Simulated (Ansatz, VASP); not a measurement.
## Two plane-wave programs on ZnSbP2

Contents of INCAR:

```
SYSTEM = ZnSbP2
PREC = Accurate
ENCUT = 520
EDIFF = 1E-6
ISMEAR = 0
SIGMA = 0.2067
LREAL = .False.
LASPH = .True.
NELM = 60
ALGO = Normal
ISIF = 2
LWAVE = .False.
LCHARG = .False.
GGA = PE
NBANDS = 37
```

Contents of KPOINTS:

```
regular mesh
0
Gamma
  7 7 7
  0 0 0
```

POSCAR

```
ZnSbP2
1.0
    0.0000000000      5.7843630000      0.0000000000
    5.7843630000      0.0000000000      0.0000000000
    2.8921810000      2.8921810000     -5.6996100000
Sb Zn P
2 2 4
Direct
    0.5000000000      0.5000000000      0.0000000000
    0.2500000000      0.7500000000      0.5000000000
    0.0000000000      0.0000000000      0.0000000000
    0.7500000000      0.2500000000      0.5000000000
    0.3750000000      0.3890000000      0.7500000000
    0.6110000000      0.1250000000      0.2500000000
    0.8750000000      0.8610000000      0.7500000000
    0.1390000000      0.6250000000      0.2500000000
```

Input for Ansatz:

```yaml
crystal:
  lattice:
    - [0.0, 5.784363, 0.0]
    - [5.784363, 0.0, 0.0]
    - [2.892181, 2.892181, -5.69961]
  atoms:
    - { symbol: Sb, position: [0.5, 0.5, 0.0] }
    - { symbol: Sb, position: [0.25, 0.75, 0.5] }
    - { symbol: Zn, position: [0.0, 0.0, 0.0] }
    - { symbol: Zn, position: [0.75, 0.25, 0.5] }
    - { symbol: P, position: [0.375, 0.389, 0.75] }
    - { symbol: P, position: [0.611, 0.125, 0.25] }
    - { symbol: P, position: [0.875, 0.861, 0.75] }
    - { symbol: P, position: [0.139, 0.625, 0.25] }
  symmetry: { tolerance: 0.0003 }
kpoints:
  mp_grid: { grid: [7, 7, 7], shift: [0, 0, 0] }
  band_path:
    path:
      - [0.0, 0.0, 0.0]
      - [0.5, 0.5, 0.5]
      - [0.5, 0.5, 0.25]
      - [0.0, 0.5, 0.0]
      - [0.0, 0.0, 0.0]
      - [0.0, 0.0, -0.5]
      - [0.0, 0.37125487, -0.31437257]
      - [0.0, 0.62874513, 0.31437257]
      - [0.0, 0.0, 0.0]
      - [0.5, 0.5, 0.5]
      - [0.37125487, 0.62874513, 0.5]
    npoints: 6
magnetization:
  spin_polarized: false
scf:
  occupations: { method: gaussian, width: 0.2067 }
  lower_state_search: "off"
  max_iter: 200
hamiltonian:
  pseudopotentials: { kind: paw }
  xc: pbe
basis:
  ecutwfc: 420
  fft_grid_basis: typed
output:
  forces: true
  stress: true
  eigenvalues: true
  bader: true
  populations: true
  elf: true
  write_potential: true
  volumetric_format: npy
  dos:
    e_range: [-12, 8]
    de: 0.05
    projected: { site_lists: { P: [P], Sb: [Sb], Zn: [Zn] } }
checkpoint:
  read: saved_state
```

Alike in both runs: task single point; functional PBE; k mesh 7 × 7 × 7; occupations gaussian, width 0.2067 eV; no spin polarisation.

```csv
,VASP,Ansatz
version,VASP 6.6.1,Ansatz 0.2.0
potentials or method,"VASP PAW PBE potentials, release 64 (Sb, Zn, P), cutoff 520 eV",PAW plane waves
valence electrons in the cell,54,74
```

VASP gave:

```
pressure (GPa)                                                : 5.7
traceless stress, the component that is largest in VASP (GPa) : 1.60
rms of the force components (eV/Å)                            : 0.946
```

Problem. Estimate Ansatz's values.

Solution. Pressure (GPa): 5.5; traceless stress, the component that is largest in VASP (GPa): 1.61; rms of the force components (eV/Å): 0.934.

Atom by atom the forces differ by 0.012 eV/Å (rms over components). With one functional, cell and mesh, what is left measures potentials, basis and numerics. VASP's potentials hold 54 valence electrons a cell and Ansatz's 74, so a difference there can come from the potentials and not from the codes.

Neither program's run includes spin-orbit coupling.
